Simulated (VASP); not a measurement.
## BeTe: electric field gradients with PBE

The system is BeTe.

```
CELL_PARAMETERS angstrom
0.00000 2.74672 2.74672
2.74672 0.00000 2.74672
2.74672 2.74672 0.00000
ATOMIC_POSITIONS crystal
Be 0.00000 0.00000 0.00000
Te 0.75000 0.75000 0.75000
```

This cell differs from its parent crystal: volume scaled by 0.975.

```
Program                : VASP 6.6.1
Task                   : electric field gradients
Functional             : PBE
Potentials or basis    : VASP PAW PBE potentials, release 64 (Be, Te)
Cutoff                 : 520 eV
k mesh                 : 11 × 11 × 11
Occupations            : fermi-dirac, width 0.05 eV
Spin                   : no spin polarisation
Dipole correction      : no
Further INCAR settings : ALGO = Normal; EDIFF = 1e-08; NBANDS = 11
```

The pressure is 6.4 GPa and the band gap on the k mesh is 1.81 eV, indirect (least direct gap 3.54 eV).

Levels at points of the mesh, in eV from the valence-band top:
| k point | band 2 | band 3 | band 4 | band 5 | band 6 | band 7 |
| --- | --- | --- | --- | --- | --- | --- |
| (0.00, 0.00, 0.00) | 0.00 | 0.00 | 0.00 | 3.54 | 3.54 | 3.54 |

Run time: 48 s on 1 thread of AMD EPYC 7R13, with other jobs on the host, peak memory 0.15 GiB.

Caveat: without QUAD_EFG the Cq values of the log hold for a quadrupole moment of 1 mb, not for the nuclei; spin-orbit coupling is left out, which moves the levels of the heavy elements. A k mesh can miss the band edges.
